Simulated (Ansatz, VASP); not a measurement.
One calculation of Mo, two programs

```xyz
1
Lattice="-1.5861 1.5861 1.5861 1.5861 -1.5861 1.5861 1.5861 1.5861 -1.5861" Properties=species:S:1:pos:R:3 pbc="T T T"
Mo    0.0000    0.0000    0.0000
```

Alike in both runs: task single point; functional PBE; k mesh 20 × 20 × 20; occupations gaussian, width 0.05 eV; no spin polarisation.

```csv
,VASP,Ansatz
version,VASP 6.6.1,Ansatz 0.2.0
potentials or method,"VASP PAW PBE potentials, release 64 (Mo_sv), cutoff 520 eV","scalar-relativistic, plane waves, PAW"
valence electrons in the cell,14,14
```

VASP gave:

| Item | Value |
| --- | --- |
| gap on the k mesh at the Fermi level (eV) | none |
| pressure (GPa) | -2.2 |

Problem. What did Ansatz give for the same quantities?

Solution. gap on the k mesh at the Fermi level (eV): none; pressure (GPa): -2.7.

A gap of «none» marks a metal or a gap that the smearing closes.
